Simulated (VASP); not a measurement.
# KBr (Fm-3m) in VASP: single point with PBE

Aim: the single point of KBr with PBE.

Everything below comes from runs of VASP 6.6.1. Logs are shortened: lines on timing, memory, paths and dates and some standing lists are left out, and cuts for length are marked.

## Step 1: The cell of the first run

The structure is cubic, space group Fm-3m (No. 225). Conventional cell: a = 6.589 Å, b = 6.589 Å, c = 6.589 Å, α = 90.00°, β = 90.00°, γ = 90.00°. Within 4.3 Å of K (site symmetry m-3m) lie 6 Br at 3.29 Å. Br (site symmetry m-3m) has 6 K at 3.29 Å within 4.3 Å.

## Step 2: Single point, PBE

Contents of INCAR:

```
SYSTEM = KBr
PREC     = Accurate       ! precision mode
ENCUT    = 500            ! plane-wave cutoff, eV
EDIFF    = 1E-6           ! SCF threshold, eV
ISMEAR   = 0              ! smearing method
SIGMA    = 0.1            ! smearing width, eV
LREAL    = .False.        ! projectors in reciprocal space
LASPH    = .True.         ! aspherical terms in the spheres
NELM     = 120            ! most SCF steps
ALGO     = Normal         ! electronic algorithm
ISIF     = 2              ! what is computed and relaxed
LWAVE    = .False.        ! write WAVECAR
LCHARG   = .False.        ! write CHGCAR
GGA      = PE             ! functional
NBANDS   = 15             ! bands
GGA_COMPAT= .False.
```

Contents of KPOINTS:

```
Automatic mesh
0
Gamma
  4 4 4
  0 0 0
```

Contents of POSCAR:

```
KBr
1.0
    0.0000000000      3.2945410000      3.2945410000
    3.2945410000      0.0000000000      3.2945410000
    3.2945410000      3.2945410000      0.0000000000
K Br
1 1
Direct
    0.0000000000      0.0000000000      0.0000000000
    0.5000000000      0.5000000000      0.5000000000
```

Potentials or basis: VASP PAW PBE potentials, release 64 (K_sv, Br).

On the command line:

```console
$ cat potpaw_PBE.64/K_sv/POTCAR potpaw_PBE.64/Br/POTCAR > POTCAR
$ mpirun -np 1 vasp_std > vasp.out
```

OUTCAR:

```text
SYSTEM = KBr
   PREC = Accurate
   ENCUT = 500
   EDIFF = 1E-6
   ISMEAR = 0
   LREAL = .False.
   LASPH = .True.
   NELM = 120
   ISIF = 2
   GGA = PE

 ion  position               nearest neighbor table
   1  0.000  0.000  0.000-   2 3.29   2 3.29   2 3.29   2 3.29   2 3.29   2 3.29
   2  0.500  0.500  0.500-   1 3.29   1 3.29   1 3.29   1 3.29   1 3.29   1 3.29

  LATTYP: Found a face centered cubic cell.
 ALAT       =     6.5890820000

  Lattice vectors:

 A1 = (   0.0000000000,   3.2945410000,   3.2945410000)
 A2 = (   3.2945410000,   0.0000000000,   3.2945410000)
 A3 = (   3.2945410000,   3.2945410000,   0.0000000000)

Analysis of symmetry for initial positions (statically):
=====================================================================
 Subroutine PRICEL returns:
 Original cell was already a primitive cell.

 Routine SETGRP: Setting up the symmetry group for a
 face centered cubic supercell.

 Subroutine GETGRP returns: Found 48 space group operations
[... 9 lines left out ...]

 Routine SETGRP: Setting up the symmetry group for a
 face centered cubic supercell.

 Subroutine GETGRP returns: Found 48 space group operations
[... 11 lines left out ...]
                                     Primitive cell

  volume of cell :      71.5179

  direct lattice vectors                    reciprocal lattice vectors
     0.000000000  3.294541000  3.294541000    -0.151766210  0.151766210  0.151766210
     3.294541000  0.000000000  3.294541000     0.151766210 -0.151766210  0.151766210
     3.294541000  3.294541000  0.000000000     0.151766210  0.151766210 -0.151766210

  length of vectors
     4.659184564  4.659184564  4.659184564     0.262866786  0.262866786  0.262866786

  position of ions in fractional coordinates (direct lattice)
     0.000000000  0.000000000  0.000000000
     0.500000000  0.500000000  0.500000000

  ion indices of the primitive-cell ions
   primitive index   ion index
                 1           1
                 2           2

----------------------------------------------------------------------------------------

 KPOINTS: Automatic mesh

Automatic generation of k-mesh.
 Grid dimensions read from file:
 generate k-points for:    4    4    4

 Generating k-lattice:

  Cartesian coordinates                     Fractional coordinates (reciprocal lattice)
    -0.037941552  0.037941552  0.037941552     0.250000000  0.000000000  0.000000000
     0.037941552 -0.037941552  0.037941552     0.000000000  0.250000000  0.000000000
     0.037941552  0.037941552 -0.037941552     0.000000000  0.000000000  0.250000000

  Length of vectors
     0.065716696  0.065716696  0.065716696

  Shift w.r.t. Gamma in fractional coordinates (k-lattice)
     0.000000000  0.000000000  0.000000000

 Subroutine IBZKPT returns following result:
 ===========================================

 Found      8 irreducible k-points:

 Following reciprocal coordinates:
            Coordinates               Weight
  0.000000  0.000000  0.000000      1.000000
  0.250000  0.000000  0.000000      8.000000
  0.500000  0.000000  0.000000      4.000000
  0.250000  0.250000  0.000000      6.000000
  0.500000  0.250000  0.000000     24.000000
 -0.250000  0.250000  0.000000     12.000000
  0.500000  0.500000  0.000000      3.000000
 -0.250000  0.500000  0.250000      6.000000
   k-points           NKPTS =      8   k-points in BZ     NKDIM =      8   number of bands    NBANDS=     15
   number of dos      NEDOS =    301   number of ions     NIONS =      2
   total plane-waves  NPLWV =  46656
   dimension x,y,z NGX =    36 NGY =   36 NGZ =   36
   dimension x,y,z NGXF=    72 NGYF=   72 NGZF=   72
   ions per type =               1   1
   NGX,Y,Z   is equivalent  to a cutoff of  12.85, 12.85, 12.85 a.u.
   NGXF,Y,Z  is equivalent  to a cutoff of  25.69, 25.69, 25.69 a.u.
 SYSTEM =  KBr
   PREC   = accura    normal or accurate (medium, high low for compatibility)
   ISTART =      0    job   : 0-new  1-cont  2-samecut
   ICHARG =      2    charge: 1-file 2-atom 10-const
   ISPIN  =      1    spin polarized calculation?
   LNONCOLLINEAR =      F non collinear calculations
   LSORBIT =      F    spin-orbit coupling
   LASPH  =      T    aspherical Exc in radial PAW
   ENCUT  =  500.0 eV  36.75 Ry    6.06 a.u.   8.49  8.49  8.49*2*pi/ulx,y,z
   NELM   =    120;   NELMIN=  2; NELMDL= -5     # of ELM steps
   EDIFF  = 0.1E-05   stopping-criterion for ELM
   LREAL  =      F    real-space projection
   EDIFFG = 0.1E-04   stopping-criterion for IOM
   NSW    =      0    number of steps for IOM
   IBRION =     -1    ionic relax: 0-MD 1-quasi-New 2-CG
   NFREE  =      0    steps in history (QN), initial steepest desc. (CG)
   ISIF   =      2    stress and relaxation
   ISYM   =      2    0-nonsym 1-usesym 2-fastsym
   POTIM  = 0.5000    time-step for ionic-motion
   TEBEG  =    0.0;   TEEND  =   0.0 temperature during run
   PSTRESS=    0.0 pullay stress
   NELECT =      16.0000    total number of electrons
   NUPDOWN=      -1.0000    fix difference up-down
   EMIN   =  10.00;   EMAX   =-10.00  energy-range for DOS
   EFERMI =   0.00;   METHOD = LEGACY
   ISMEAR =     0;   SIGMA  =   0.10  broadening in eV -4-tet -1-fermi 0-gaus
   EFERMI_NEDOS =   21; number of points for ismear=-14 and -15
   IALGO  =     38    algorithm
   IMIX   =      4    mixing-type and parameters
     AMIX     =   0.40;   BMIX     =  1.00
     AMIX_MAG =   1.60;   BMIX_MAG =  1.00
  volume/ion in A,a.u.               =      35.76       241.31
  Fermi-wavevector in a.u.,A,eV,Ry     =   0.993825  1.878057 13.438312  0.987688
  Thomas-Fermi vector in A             =   2.125734
   LORBIT       =      0    0 simple, 1 ext, 2 COOP (PROOUT), +10 PAW based schemes
   GGA     = PE    functional components
   LHFCALC =     F    Hartree Fock is set to
   AEXX    =    0.0000 exact exchange contribution
   IVDW    =     0    specifies the selected vdW correction
   LEPSILON=     F    determine dielectric tensor
   LRPA    =     F    only Hartree local field effects (RPA)
 non-spin polarized calculation
 Gauss-broadening in eV      SIGMA  =   0.10
  energy-cutoff  :      500.00
  volume of cell :       71.52
 maximum number of plane-waves:      1837
 NGX is ok and might be reduce to    36
   NGX = 17   NGY = 17   NGZ = 17

 number of electron      15.9999998 magnetization

 Free energy of the ion-electron system (eV)
  ---------------------------------------------------
  ext. energy  EPLUGINS =         0.00000000
  ---------------------------------------------------
  free energy    TOTEN  =        -6.21273527 eV

  energy without entropy =       -6.21273527  energy(sigma->0) =       -6.21273527

 E-fermi :  -1.2574     XC(G=0):  -7.3902

 val. band max:       -1.7201601242   @ k =   0.0000   0.0000   0.0000
 cond. band min:       2.7267558724   @ k =   0.0000   0.0000   0.0000
 fundamental gap:      4.4469159966
 Fermi energy:        -1.2573845292

 k-point     1 :       0.0000    0.0000    0.0000
  band No.  band energies     occupation
      1     -29.4917      2.00000
      2     -14.0183      2.00000
      3     -12.9692      2.00000
      4     -12.9692      2.00000
      5     -12.9692      2.00000
      6      -1.7202      2.00000
      7      -1.7202      2.00000
      8      -1.7202      2.00000
      9       2.7268      0.00000
     10       5.8844      0.00000
     11       5.8844      0.00000
     12       5.8844      0.00000
     13       6.7107      0.00000
     14       6.7107      0.00000
     15       9.8950      0.00000

 k-point     2 :       0.2500    0.0000    0.0000
  band No.  band energies     occupation
      1     -29.4888      2.00000
      2     -14.1163      2.00000
      3     -12.9720      2.00000
      4     -12.9720      2.00000
      5     -12.8353      2.00000
      6      -2.3972      2.00000
      7      -1.8955      2.00000
      8      -1.8955      2.00000
      9       3.9833      0.00000
     10       5.7725      0.00000
     11       6.5908      0.00000
     12       6.5908      0.00000
     13       7.4881      0.00000
     14       7.4881      0.00000
     15      10.5250      0.00000

 k-point     3 :       0.5000    0.0000    0.0000
  band No.  band energies     occupation
      1     -29.4859      2.00000
      2     -14.1975      2.00000
      3     -12.9748      2.00000
      4     -12.9748      2.00000
      5     -12.7172      2.00000
      6      -2.9086      2.00000
      7      -2.0570      2.00000
      8      -2.0570      2.00000
      9       4.8809      0.00000
     10       6.5334      0.00000
     11       8.0559      0.00000
     12       8.0559      0.00000
     13       8.3711      0.00000
     14       8.3711      0.00000
     15       9.2475      0.00000

 k-point     4 :       0.2500    0.2500    0.0000
  band No.  band energies     occupation
      1     -29.4879      2.00000
      2     -14.0658      2.00000
      3     -12.9874      2.00000
      4     -12.9874      2.00000
      5     -12.8813      2.00000
      6      -2.4327      2.00000
      7      -1.8834      2.00000
      8      -1.8834      2.00000
      9       4.1971      0.00000
     10       4.8073      0.00000
     11       7.1311      0.00000
     12       7.3408      0.00000
     13       7.3408      0.00000
     14       7.9176      0.00000
     15      10.0059      0.00000

 k-point     5 :       0.5000    0.2500    0.0000
  band No.  band energies     occupation
      1     -29.4851      2.00000
      2     -14.0757      2.00000
      3     -13.0099      2.00000
      4     -12.9903      2.00000
      5     -12.8528      2.00000
      6      -2.6116      2.00000
      7      -2.1867      2.00000
      8      -2.0325      2.00000
      9       4.9370      0.00000
     10       5.8696      0.00000
     11       7.2477      0.00000
     12       7.9462      0.00000
     13       8.0390      0.00000
     14       8.5102      0.00000
     15       9.2235      0.00000

 k-point     6 :      -0.2500    0.2500    0.0000
  band No.  band energies     occupation
      1     -29.4860      2.00000
      2     -14.1242      2.00000
      3     -13.0103      2.00000
      4     -12.9750      2.00000
      5     -12.7922      2.00000
      6      -2.6425      2.00000
      7      -2.1260      2.00000
      8      -2.0448      2.00000
      9       5.1888      0.00000
     10       5.7507      0.00000
     11       7.1179      0.00000
     12       7.2275      0.00000
     13       7.9254      0.00000
     14       8.9823      0.00000
     15       9.3002      0.00000

 k-point     7 :       0.5000    0.5000    0.0000
  band No.  band energies     occupation
      1     -29.4842      2.00000
      2     -13.9188      2.00000
      3     -13.0614      2.00000
      4     -13.0058      2.00000
      5     -13.0058      2.00000
      6      -2.5387      2.00000
      7      -2.0075      2.00000
      8      -2.0075      2.00000
      9       4.1389      0.00000
     10       5.4965      0.00000
     11       7.6547      0.00000
     12       7.8169      0.00000
     13       7.9705      0.00000
     14       9.0698      0.00000
     15       9.0698      0.00000

 k-point     8 :      -0.2500    0.5000    0.2500
  band No.  band energies     occupation
      1     -29.4842      2.00000
      2     -14.0167      2.00000
      3     -13.0335      2.00000
      4     -13.0335      2.00000
      5     -12.8719      2.00000
      6      -2.3114      2.00000
      7      -2.3114      2.00000
      8      -2.2620      2.00000
      9       5.6720      0.00000
     10       5.6720      0.00000
     11       6.5566      0.00000
     12       7.3033      0.00000
     13       8.9972      0.00000
     14       9.0947      0.00000
     15       9.3288      0.00000

------------------------ aborting loop because EDIFF is reached ----------------------------------------

  FORCE on cell =-STRESS in cart. coord.  units (eV):
  Direction    XX          YY          ZZ          XY          YZ          ZX
  --------------------------------------------------------------------------------------
  -------------------------------------------------------------------------------------
  Total        0.3758296      0.3758296      0.3758296      0.0000000      0.0000000      0.0000000
  in kB        8.4195106      8.4195106      8.4195106      0.0000000      0.0000000      0.0000000
  external PRESSURE =       8.4195106 kB  Pullay stress =       0.0000000 kB

 VOLUME and BASIS-vectors are now :
 -----------------------------------------------------------------------------
  energy-cutoff  :      500.00
  volume of cell :       71.52
      direct lattice vectors                 reciprocal lattice vectors
     0.000000000  3.294541000  3.294541000    -0.151766210  0.151766210  0.151766210
     3.294541000  0.000000000  3.294541000     0.151766210 -0.151766210  0.151766210
     3.294541000  3.294541000  0.000000000     0.151766210  0.151766210 -0.151766210

 POSITION                                       TOTAL-FORCE (eV/Angst)
 -----------------------------------------------------------------------------------
      0.00000      0.00000      0.00000        -0.000000      0.000000      0.000000
      3.29454      3.29454      3.29454         0.000000     -0.000000     -0.000000
 -----------------------------------------------------------------------------------
    total drift:                                0.000000      0.000000      0.000000

  FREE ENERGIE OF THE ION-ELECTRON SYSTEM (eV)
  ---------------------------------------------------
  free  energy   TOTEN  =        -6.2127352685 eV

  energy  without entropy=       -6.2127352685  energy(sigma->0) =       -6.21273527
```

Run time: 22 s. Hardware: 1 thread of Intel Xeon 8259CL, shared host; peak memory 0.2 GiB.

Results:

```
Free energy            : -6.2127 eV
Pressure               : 0.8 GPa
Band gap on the k mesh : 4.45 eV, direct
```
